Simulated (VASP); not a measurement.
Crystal: HfC.

```
Hf C
1.0
     0.00000    2.32500    2.32500
     2.32500    0.00000    2.32500
     2.32500    2.32500    0.00000
Hf C
1 1
Direct
  0.50000 0.50000 0.50000
  0.00000 0.00000 0.00000
```

```yaml
Program: VASP 6.6.1
Task: relaxation of cell and atoms
Functional: LDA
Potentials_or_basis: VASP PAW LDA potentials, release 64 (Hf_pv, C)
Cutoff: 600 eV
k_mesh: 10 × 10 × 10
Occupations: fermi-dirac, width 0.05 eV
Spin: no spin polarisation
Hubbard_terms: Hf d U = 2.0 eV
```

At the start: pressure -4.6 GPa; volume 12.57 Å³/atom.

Q: Where does the relaxation end?

A: Over 3 steps the energy falls by 3.4 meV/atom and the volume is 12.34 Å³/atom (-1.9 %); space group Fm-3m (No. 225, to 0.05 Å).

Step by step:
```
step  energy change (eV)  largest force (eV/Å)  pressure (GPa)  volume (Å³)
   1              0.0000                0.0000           -4.62        25.14
   2              0.0163                0.0000            9.25        23.84
   3             -0.0069                0.0000           -0.05        24.67
```

Final structure:
```yaml
crystal:
  lattice:
    - [0.00000, 2.31055, 2.31055]
    - [2.31055, 0.00000, 2.31055]
    - [2.31055, 2.31055, 0.00000]
  atoms:
    - { symbol: Hf, position: [0.50000, 0.50000, 0.50000] }
    - { symbol: C, position: [0.00000, 0.00000, 0.00000] }
```

Caveat: U without spin polarisation on a metal has little footing; the U is typed as a test and isn't derived for this compound.
